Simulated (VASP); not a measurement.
## GaN: relaxation of cell and atoms with PBE

GaN:

```
CELL_PARAMETERS angstrom
2.99665 0.00000 0.00000
-1.49833 2.59518 0.00000
0.00000 0.00000 2.67708
ATOMIC_POSITIONS crystal
Ga 0.00000 0.00000 0.50000
N 0.66667 0.33333 0.00000
```

The cell was built from a structure type or drawn by symmetry, and may not be a known phase.

| Item | Value |
| --- | --- |
| Program | VASP 6.6.1 |
| Task | relaxation of cell and atoms |
| Functional | PBE |
| Potentials or basis | VASP PAW PBE potentials, release 64 (Ga_d, N) |
| Cutoff | 600 eV |
| k mesh | 24 × 24 × 20 |
| Occupations | gaussian, width 0.1 eV |
| Spin | no spin polarisation |
| Dipole correction | no |
| Further INCAR settings | ALGO = Normal; EDIFF = 1e-07; IBRION = 2; EDIFFG = -0.01; NSW = 100; ISIF = 3 |

```
Relaxed volume                        : 10.35 Å³/atom
Relaxed cell                          : a = 2.983 Å, b = 2.983 Å, c = 2.686 Å, α = 90.00°, β = 90.00°, γ = 120.00°
Space group after relaxing (to 0.1 Å) : P-6m2 (No. 187)
Energy gained by relaxing             : 0.8 meV/atom
Ionic steps                           : 5
Pressure after relaxing               : 0.0 GPa
Band gap on the k mesh                : zero (bands 9 and 10 overlap by 1.25 eV)
```

The path:
```
step  energy change (eV)  largest force (eV/Å)  pressure (GPa)  volume (Å³)
   1              0.0000                0.0000           -0.63        20.82
   2             -0.0011                0.0000           -0.11        20.70
   3             -0.0015                0.0000           -0.30        20.74
   4             -0.0015                0.0000            0.22        20.68
   5             -0.0015                0.0000           -0.01        20.70
```

Final structure:
```cif
data_structure
_symmetry_space_group_name_H-M 'P 1'
_symmetry_Int_Tables_number 1
_cell_length_a 2.9832
_cell_length_b 2.9832
_cell_length_c 2.6861
_cell_angle_alpha 90.000
_cell_angle_beta 90.000
_cell_angle_gamma 120.000
_cell_volume 20.70
loop_
_atom_site_label
_atom_site_type_symbol
_atom_site_fract_x
_atom_site_fract_y
_atom_site_fract_z
_atom_site_occupancy
Ga1 Ga 0.00000 0.00000 0.50000 1
N1 N 0.66667 0.33333 0.00000 1
```

Levels at points of the mesh, in eV from the Fermi level:
```csv
k point,band 5,band 6,band 7,band 8,band 9,band 10,band 11,band 12,band 13
"(0.00, 0.00, 0.00)",-14.52,-14.52,-1.17,-0.89,-0.89,-0.23,9.67,9.67,10.88
"(0.50, 0.00, 0.00)",-14.55,-13.67,-8.51,-2.72,0.18,2.50,7.18,11.44,12.72
"(0.00, 0.00, 0.50)",-14.70,-14.50,-9.18,0.02,0.02,5.36,5.88,12.50,12.50
"(0.50, 0.00, 0.50)",-14.39,-11.68,-5.99,-5.28,-1.12,-0.60,7.32,7.90,8.03
```

It took 8.3 min on 1 thread of Intel Xeon 8259CL, with other jobs on the host, peak memory 0.36 GiB.
